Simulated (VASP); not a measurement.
Set up this calculation in VASP 6.6.1, as the native input.

```
Task                   : single point
Functional             : PBE
Potentials or basis    : VASP PAW PBE potentials, release 64 (K_sv, Nb_sv, O)
Cutoff                 : 600 eV
k mesh                 : 2 × 5 × 3
Occupations            : gaussian, width 0.1 eV
Spin                   : no spin polarisation
Dipole correction      : no
Further INCAR settings : ALGO = Normal; EDIFF = 1e-06; NBANDS = 28; ISYM = 0
```

The structure of KNbO3 lies in POSCAR:

```
KNbO3
1.0
    4.0129726800      0.0000000000      0.0000000000
    0.0000000000      4.0129726800      0.0000000000
    0.0000000000      0.0000000000      4.1102918300
K Nb O
1 1 3
Direct
    0.5000000000      0.5000000000      0.4999545100
    0.0000000000      0.0000000000      0.0149157700
    0.5000000000      0.0000000000      0.9741423400
    0.0000000000      0.5000000000      0.9741423400
    0.0000000000      0.0000000000      0.4716460400
```

These files were run (other wordings do the same):

INCAR

```
  PREC = Accurate
  ENCUT = 600
  EDIFF = 1E-6
  ISMEAR = 0
  SIGMA = 0.1
  LREAL = F
  LASPH = T
  NELM = 120
  ALGO = Normal
  ISIF = 2
  LWAVE = F
  LCHARG = F
  GGA = PE
  ISYM = 0
  NBANDS = 28
  GGA_COMPAT = F
```

KPOINTS

```
regular mesh
0
Gamma
  2 5 3
```

Potentials or basis: VASP PAW PBE potentials, release 64 (K_sv, Nb_sv, O).

The run is started by

```console
$ cat potpaw_PBE.64/K_sv/POTCAR potpaw_PBE.64/Nb_sv/POTCAR potpaw_PBE.64/O/POTCAR > POTCAR
$ mpirun -np 1 vasp_std > vasp.out
```

It gave:

```yaml
Pressure: -0.4 GPa
Largest_force: 1.369 eV/Å
Band_gap_on_the_k_mesh: 1.57 eV (least direct gap 2.30 eV)
```

Caveat: the k points lie up to 0.78 Å⁻¹ apart; forces of over 1 eV/Å act on the atoms, so gaps and moduli don't describe the material at rest.

It took 29 s on 1 thread of Intel(R) Xeon(R) Platinum 8259CL CPU @ 2.50GHz (Skylake/Cascade Lake) (shared host), peak memory 0.2 GiB.
